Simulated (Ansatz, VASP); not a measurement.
**Fe: VASP beside Ansatz**

Contents of POSCAR:

```
Fe
1.0
    2.4239379447      0.0000000000      0.0000000000
   -1.2119689724      2.0991918373      0.0000000000
    0.0000000000      0.0000000000      7.7996237898
Fe
4
Direct
    0.0000000000      0.0000000000      1.0000000000
    0.0000000000      0.0000000000      0.5000000000
    0.3333333333      0.6666666667      0.2500000000
    0.6666666667      0.3333333333      0.7500000000
```

The input INCAR.step1:

```
SYSTEM = Fe
PREC = Accurate
ENCUT = 520
ISMEAR = -1
SIGMA = 0.1
LREAL = .FALSE.
LASPH = .TRUE.
NELM = 60
NBANDS = 24
GGA = PE
ALGO = Normal
EDIFF = 1E-4
LWAVE = .TRUE.
LCHARG = .FALSE.
```

File INCAR.step2:

```
SYSTEM = Fe
PREC = Accurate
ENCUT = 520
EDIFF = 1E-6
ISMEAR = -1
SIGMA = 0.1
LREAL = .FALSE.
LASPH = .TRUE.
NELM = 60
ALGO = Normal
ISIF = 2
LWAVE = .FALSE.
LCHARG = .FALSE.
METAGGA = R2SCAN
LMIXTAU = .TRUE.
NBANDS = 24
ISTART = 1
```

KPOINTS

```
regular mesh
0
G
  17 17 5
  0 0 0
```

Input for Ansatz:

```yaml
crystal:
  lattice:
    - [2.4239379447, 0.0, 0.0]
    - [-1.2119689724, 2.0991918373, 0.0]
    - [0.0, 0.0, 7.7996237898]
  atoms:
    - { symbol: Fe, position: [0.0, 0.0, 1.0] }
    - { symbol: Fe, position: [0.0, 0.0, 0.5] }
    - { symbol: Fe, position: [0.3333333333, 0.6666666667, 0.25] }
    - { symbol: Fe, position: [0.6666666667, 0.3333333333, 0.75] }
hamiltonian:
  xc: r2scan
  pseudopotentials:
    kind: paw
    azcp:
      Fe: "pseudopotentials/Fe.paw.azcp"
basis:
  ecutwfc: 500
  fft_grid_basis: typed
kpoints:
  mp_grid: { grid: [17, 17, 5], shift: [0, 0, 0] }
magnetization:
  spin_polarized: false
scf:
  occupations: { method: fermi_dirac, width: 0.1 }
  lower_state_search: "off"
output:
  stress: true
```

Alike in both runs: task single point; functional r2SCAN; k mesh 17 × 17 × 5; occupations fermi-dirac, width 0.1 eV; no spin polarisation.

|  | VASP | Ansatz |
| --- | --- | --- |
| version | VASP 6.6.1 | Ansatz 0.2.0 |
| potentials or method | VASP PAW PBE potentials, release 64 (Fe), cutoff 520 eV | plane waves (500 eV) with PAW, scalar-relativistic |
| valence electrons in the cell | 32 | 64 |

|  | VASP | Ansatz | Ansatz less VASP |
| --- | --- | --- | --- |
| pressure (GPa) | 0.5 | 0.0 | -0.51 |
| traceless stress, the component that is largest in VASP (GPa) | -0.06 | -0.03 | +0.028 |

VASP's potentials were made for PBE, not for r2SCAN. VASP's potentials hold 32 valence electrons a cell and Ansatz's 64, so a difference there can come from the potentials and not from the codes.
